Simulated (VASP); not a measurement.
# TiAl (Pm-3m) in VASP: settings compared, part 2 of 2

VASP 6.6.1. Earlier steps stand in the parts before.

## Step 4: Relaxation of cell and atoms, revPBE

INCAR

```
SYSTEM = TiAl
  PREC = Accurate
  ENCUT = 600
  EDIFF = 1E-6
  ISMEAR = -1
  SIGMA = 0.05
  LREAL = .False.
  LASPH = .True.
  NELM = 60
  ALGO = Fast
  ISIF = 3
  LWAVE = .False.
  LCHARG = .False.
  GGA = RE
  IBRION = 2
  NSW = 60
  EDIFFG = -0.01
```

KPOINTS

```
regular mesh
0
Gamma
  8 8 8
  0 0 0
```

POSCAR

```
TiAl
1.0
    3.1790640000      0.0000000000      0.0000000000
    0.0000000000      3.1790640000      0.0000000000
    0.0000000000      0.0000000000      3.1790640000
Ti Al
1 1
Direct
    0.0000000000      0.0000000000      0.0000000000
    0.5000000000      0.5000000000      0.5000000000
```

Potentials or basis: VASP PAW PBE potentials, release 64 (Ti_sv, Al).

Started as:

```sh
cat potpaw_PBE.64/Ti_sv/POTCAR potpaw_PBE.64/Al/POTCAR > POTCAR
mpirun -np 1 vasp_std > vasp.out
```

OUTCAR:

```text
SYSTEM = TiAl
   PREC = Accurate
   ENCUT = 600
   EDIFF = 1E-6
   ISMEAR = -1
   LREAL = .False.
   LASPH = .True.
   NELM = 60
   ISIF = 3
   GGA = RE
   IBRION = 2
   NSW = 60
   EDIFFG = -0.01

 ion  position               nearest neighbor table
   1  0.000  0.000  0.000-   2 2.75   2 2.75   2 2.75   2 2.75   2 2.75   2 2.75   2 2.75   2 2.75

   2  0.500  0.500  0.500-   1 2.75   1 2.75   1 2.75   1 2.75   1 2.75   1 2.75   1 2.75   1 2.75

  LATTYP: Found a simple cubic cell.
 ALAT       =     3.1790640000

  Lattice vectors:

 A1 = (   3.1790640000,   0.0000000000,   0.0000000000)
 A2 = (   0.0000000000,   3.1790640000,   0.0000000000)
 A3 = (   0.0000000000,   0.0000000000,   3.1790640000)

Analysis of symmetry for initial positions (statically):
=====================================================================
 Subroutine PRICEL returns:
 Original cell was already a primitive cell.

 Routine SETGRP: Setting up the symmetry group for a
 simple cubic supercell.

 Subroutine GETGRP returns: Found 48 space group operations
 (whereof 48 operations were pure point group operations)
 out of a pool of 48 trial point group operations.

The static configuration has the point symmetry O_h .
[... 171 lines left out ...]
  Total        0.5526521      0.5526521      0.5526521     -0.0000000      0.0000000     -0.0000000
  in kB       27.5590712     27.5590712     27.5590712     -0.0000000      0.0000000     -0.0000000
  external PRESSURE =      27.5590712 kB  Pullay stress =       0.0000000 kB
[... 59 lines left out ...]
--------------------------------------- Ionic step        3  -------------------------------------------

 number of electron      15.0000004 magnetization

 Free energy of the ion-electron system (eV)
  ---------------------------------------------------
  ext. energy  EPLUGINS =         0.00000000
  ---------------------------------------------------
  free energy    TOTEN  =       -11.59684517 eV

  energy without entropy =      -11.57363580  energy(sigma->0) =      -11.58524049

 E-fermi :   8.6025     XC(G=0): -10.9185

 val. band max:        8.6022735982   @ k =   0.5000   0.3750   0.2500
 cond. band min:       8.6743525093   @ k =   0.3750   0.1250   0.0000
 fundamental gap:      0.0720789110
 Fermi energy:         8.6024832220

 k-point     1 :       0.0000    0.0000    0.0000
  band No.  band energies     occupation
      1     -48.4527      2.00000
      2     -24.6052      2.00000
      3     -24.6052      2.00000
      4     -24.6052      2.00000
      5      -0.5732      2.00000
      6       7.2077      2.00000
      7       7.2077      2.00000
      8      10.3628      0.00000
      9      10.3628      0.00000
     10      10.3630      0.00000
     11      12.9073      0.00000
[... 309 lines left out ...]
 k-point    24 :       0.5000    0.3750    0.1250
  band No.  band energies     occupation
      1     -48.4270      2.00000
      2     -24.7384      2.00000
      3     -24.7142      2.00000
      4     -24.6011      2.00000
      5       3.6079      2.00000
      6       5.6044      2.00000
      7       6.6586      2.00000
      8       8.0260      1.99998
      9       9.4771      0.00000
     10       9.5022      0.00000
     11      11.3423      0.00000

 [... further k-points ...]
[... 5 lines left out ...]
  --------------------------------------------------------------------------------------
  -------------------------------------------------------------------------------------
  Total       -0.0050317     -0.0050317     -0.0050317     -0.0000000      0.0000000     -0.0000000
  in kB       -0.2448477     -0.2448477     -0.2448477     -0.0000000      0.0000000     -0.0000000
  external PRESSURE =      -0.2448477 kB  Pullay stress =       0.0000000 kB
[... 17 lines left out ...]
  FREE ENERGIE OF THE ION-ELECTRON SYSTEM (eV)
  ---------------------------------------------------
  free  energy   TOTEN  =       -11.5968451735 eV

  energy  without entropy=      -11.5736357975  energy(sigma->0) =      -11.58524049

 reached required accuracy - stopping structural energy minimisation
```

OSZICAR:

```text
N       E                     dE             d eps       ncg     rms          rms(c)
DAV:   1     0.100559077658E+03    0.10056E+03   -0.81036E+03   770   0.152E+03
DAV:   2    -0.675354806282E+01   -0.10731E+03   -0.10494E+03   779   0.361E+02
DAV:   3    -0.129585983238E+02   -0.62051E+01   -0.59041E+01  1223   0.826E+01
DAV:   4    -0.132049441771E+02   -0.24635E+00   -0.24474E+00   924   0.142E+01
[... 66 lines left out ...]
RMM:  14    -0.115968661352E+02    0.20949E-05   -0.43041E-04  1131   0.228E-01    0.108E-01
RMM:  15    -0.115968576938E+02    0.84414E-05   -0.47702E-05   889   0.670E-02    0.708E-02
RMM:  16    -0.115968452603E+02    0.12434E-04   -0.74010E-05  1003   0.106E-01    0.110E-02
RMM:  17    -0.115968449244E+02    0.33592E-06   -0.15496E-05   788   0.378E-02    0.234E-03
RMM:  18    -0.115968451735E+02   -0.24913E-06   -0.30766E-06   582   0.196E-02
   3 F= -.11596845E+02 E0= -.11585240E+02  d E =-.670540E-02
```

CONTCAR:

```text
TiAl
   1.00000000000000
     3.2051132558923947    0.0000000000000000   -0.0000000000000000
    -0.0000000000000000    3.2051132558923947    0.0000000000000000
    -0.0000000000000000    0.0000000000000000    3.2051132558923947
  Ti              Al
     1     1
Direct
     0.0000000000000000    0.0000000000000000    0.0000000000000000
     0.5000000000000000    0.5000000000000000    0.5000000000000000

  0.00000000E+00  0.00000000E+00  0.00000000E+00
  0.00000000E+00  0.00000000E+00  0.00000000E+00
```

Wall time 79 s (1 thread of Intel Xeon 6975P-C, shared host); peak memory 0.17 GiB.

Results:

```
Free energy                            : -11.5968 eV
Relaxed volume                         : 16.46 Å³/atom
Relaxed cell                           : a = 3.205 Å, b = 3.205 Å, c = 3.205 Å, α = 90.00°, β = 90.00°, γ = 90.00°
Space group after relaxing (to 0.05 Å) : Pm-3m (No. 221)
Energy gained by relaxing              : 3.4 meV/atom
Ionic steps                            : 3
Pressure after relaxing                : 0.0 GPa
```

The path:
```
step  energy change (eV)  largest force (eV/Å)  pressure (GPa)  volume (Å³)
   1              0.0000                0.0000            2.76        32.13
   2             -0.0042                0.0000           -1.57        33.43
   3             -0.0067                0.0000           -0.02        32.93
```

Final structure:
```xyz
2
Lattice="3.2051 0.0000 0.0000 0.0000 3.2051 0.0000 0.0000 0.0000 3.2051" Properties=species:S:1:pos:R:3 pbc="T T T"
Ti    0.0000    0.0000    0.0000
Al    1.6026    1.6026    1.6026
```

Caveat: the PAW data sets were made with another functional, which shifts forces and pressure a little.

## Step 5: Relaxation of cell and atoms, BLYP

INCAR

```
SYSTEM = TiAl
PREC = Accurate
ENCUT = 600
EDIFF = 1E-6
ISMEAR = -1
SIGMA = 0.05
LREAL = .FALSE.
LASPH = .TRUE.
NELM = 100
ALGO = Normal
ISIF = 3
LWAVE = .FALSE.
LCHARG = .FALSE.
GGA = B5
ALDAX = 1.0
AGGAX = 1.0
AGGAC = 1.0
ALDAC = 0.0
IBRION = 2
NSW = 60
EDIFFG = -0.01
```

KPOINTS

```
regular mesh
0
G
  8 8 8
  0 0 0
```

POSCAR is that of step 4.

Started as:

```sh
cat potpaw_PBE.64/Ti_sv/POTCAR potpaw_PBE.64/Al/POTCAR > POTCAR
mpirun -np 1 vasp_std > vasp.out
```

It took 72 s on 1 thread of Intel Xeon 6975P-C, shared host; peak memory 0.17 GiB.

It converged, with:

- Free energy: -9.9801 eV
- Relaxed volume: 16.67 Å³/atom
- Relaxed cell: a = 3.218 Å, b = 3.218 Å, c = 3.218 Å, α = 90.00°, β = 90.00°, γ = 90.00°
- Space group after relaxing (to 0.05 Å): Pm-3m (No. 221)
- Energy gained by relaxing: 7.2 meV/atom
- Ionic steps: 3
- Pressure after relaxing: 0.0 GPa

The path:
```csv
step,energy change (eV),largest force (eV/Å),pressure (GPa),volume (Å³)
1,0.0000,0.0000,3.95,32.13
2,-0.0102,0.0000,-1.92,34.01
3,-0.0144,0.0000,0.00,33.33
```

Final structure:
```cif
data_structure
_symmetry_space_group_name_H-M 'P 1'
_symmetry_Int_Tables_number 1
_cell_length_a 3.2182
_cell_length_b 3.2182
_cell_length_c 3.2182
_cell_angle_alpha 90.000
_cell_angle_beta 90.000
_cell_angle_gamma 90.000
_cell_volume 33.33
loop_
_atom_site_label
_atom_site_type_symbol
_atom_site_fract_x
_atom_site_fract_y
_atom_site_fract_z
_atom_site_occupancy
Ti1 Ti 0.00000 0.00000 0.00000 1
Al1 Al 0.50000 0.50000 0.50000 1
```

Levels at points of the mesh, in eV from the Fermi level:
| k point | band 5 | band 6 | band 7 | band 8 | band 9 | band 10 |
| --- | --- | --- | --- | --- | --- | --- |
| (0.00, 0.00, 0.00) | -9.03 | -1.36 | -1.36 | 1.67 | 1.67 | 1.67 |
| (0.50, 0.00, 0.00) | -5.96 | -4.96 | -0.55 | 0.12 | 0.12 | 1.86 |
| (0.50, 0.50, 0.00) | -4.94 | -1.98 | -1.98 | -1.36 | 0.67 | 0.67 |
| (0.50, 0.50, 0.50) | -2.94 | -2.94 | -2.94 | 0.23 | 2.54 | 2.54 |

Caveat: the PAW data sets were made with another functional, which shifts forces and pressure a little.

## Step 6: Overview

```tsv
task	level	cell	cutoff (eV)	smearing	gap on the mesh (eV)	pressure (GPa)	relaxed volume (Å³/atom)
single point	PBE	as given	520	gaussian 0.016 eV	none	0.6	-
single point	r2SCAN	as given	520	fermi-dirac 0.05 eV	none	-0.7	-
relaxation of cell and atoms	revPBE	relaxed	600	fermi-dirac 0.05 eV	none	0.0	16.46
relaxation of cell and atoms	BLYP	relaxed	600	fermi-dirac 0.05 eV	none	0.0	16.67
```

Alike in all rows: potentials or basis VASP PAW PBE potentials, release 64 (Ti_sv, Al); no spin polarisation; k mesh 8 × 8 × 8.

Caveats: the PAW data sets were made with another functional, which shifts forces and pressure a little (some runs).

Absolute energies hang on the potentials; compare differences alone.
